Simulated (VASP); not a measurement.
Here is a VASP 6.6.1 calculation.

Contents of INCAR:

```
SYSTEM = InAs
PREC = Accurate ; ENCUT = 520
EDIFF = 1E-7 ; ISMEAR = -1
SIGMA = 0.05 ; LREAL = .False.
LASPH = .True. ; NELM = 80
ALGO = Normal ; ISIF = 2
LWAVE = .False. ; LCHARG = .True.
GGA = PE ; LELF = .True.
LVHAR = .True. ; NBANDS = 16
```

File KPOINTS:

```
Automatic mesh
0
Gamma
  7 7 9
  0 0 0
```

POSCAR

```
InAs
1.0
    4.6346373893      0.0000000000      0.0000000000
   -2.3173186946      4.0137169384      0.0000000000
    0.0000000000      0.0000000000      2.8514674080
In As
1 1
Direct
    0.0000000000      0.0000000000      0.0000000000
    0.6666700000      0.3333300000      0.0000000000
```

Potentials or basis: VASP PAW PBE potentials, release 64 (In_d, As).

Run with:

```console
$ cat potpaw_PBE.64/In_d/POTCAR potpaw_PBE.64/As/POTCAR > POTCAR
$ mpirun -np 1 vasp_std > vasp.out
```

Question: Predict the band gap on the k mesh.

Answer: Zero (band 9 reaches 6.59 eV, above the bottom of band 10 at 4.14 eV).

Question: What does it give for the pressure?

Answer: 5.7 GPa.

Stress tensor (GPa, compression positive):
```
5.45 0.00 0.00
0.00 5.45 0.00
0.00 0.00 6.09
```

Caveat: spin-orbit coupling is left out, which moves the levels of the heavy elements.
